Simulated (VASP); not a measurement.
Set up this calculation in VASP 6.6.1, as the native input.

* Task: relaxation of cell and atoms
* Functional: PBE
* Potentials or basis: VASP PAW PBE potentials, release 64 (Zr_sv, F)
* Cutoff: 600 eV
* k mesh: 6 × 6 × 1
* Occupations: gaussian, width 0.1 eV
* Spin: no spin polarisation
* Dipole correction: no
* Further INCAR settings: ALGO = Normal; EDIFF = 1e-07; IBRION = 2; EDIFFG = -0.04; NSW = 90; ISIF = 3

The structure of Zr5F lies in POSCAR:

```
Zr5F
1.0
    2.9640421700      0.0000000000      0.0000000000
   -1.4820210900      2.5669358200      0.0000000000
    0.0000000000      0.0000000000     15.2141795200
Zr F
5 1
Direct
    0.6666666700      0.3333333300      0.8184250000
    0.3333333300      0.6666666700      0.6598208500
    0.6666666700      0.3333333300      0.5000000000
    0.3333333300      0.6666666700      0.3401791500
    0.6666666700      0.3333333300      0.1815750000
    0.3333333300      0.6666666700      0.0000000000
```

The cell was generated, and may not be a known phase.

These files were run (other wordings do the same):

INCAR

```
SYSTEM = Zr5F
PREC = Accurate ; ENCUT = 600
EDIFF = 1E-7 ; ISMEAR = 0
SIGMA = 0.1 ; LREAL = .False.
LASPH = .True. ; NELM = 120
ALGO = Normal ; ISIF = 3
LWAVE = .False. ; LCHARG = .False.
GGA = PE ; IBRION = 2
NSW = 90 ; EDIFFG = -0.04
GGA_COMPAT = .False. ; NELMIN = 4
```

KPOINTS

```
Automatic mesh
0
Gamma
  6 6 1
  0 0 0
```

Potentials or basis: VASP PAW PBE potentials, release 64 (Zr_sv, F).

Run with:

```bash
$ cat potpaw_PBE.64/Zr_sv/POTCAR potpaw_PBE.64/F/POTCAR > POTCAR
$ mpirun -np 1 vasp_std > vasp.out
```

Results of the run:

The relaxed volume is 20.49 Å³/atom. The relaxed cell is a = 3.190 Å, b = 3.190 Å, c = 13.956 Å, α = 90.00°, β = 90.00°, γ = 120.00°, the space group after relaxing (to 0.1 Å) is P-6m2 (No. 187) and the energy gained by relaxing is 619.9 meV/atom. The ionic steps are 13. The pressure after relaxing is 0.0 GPa and the largest force after relaxing is 0.019 eV/Å. The band gap on the k mesh is zero (an odd number of electrons rules out a gap without spin polarisation).

Caveat: the k points lie up to 0.45 Å⁻¹ apart in the final cell, too coarse for converged energies and pressures of a metal.

Run time: 19 min on 1 thread of AMD EPYC 9755 128-Core Processor (shared host), peak memory 0.24 GiB.
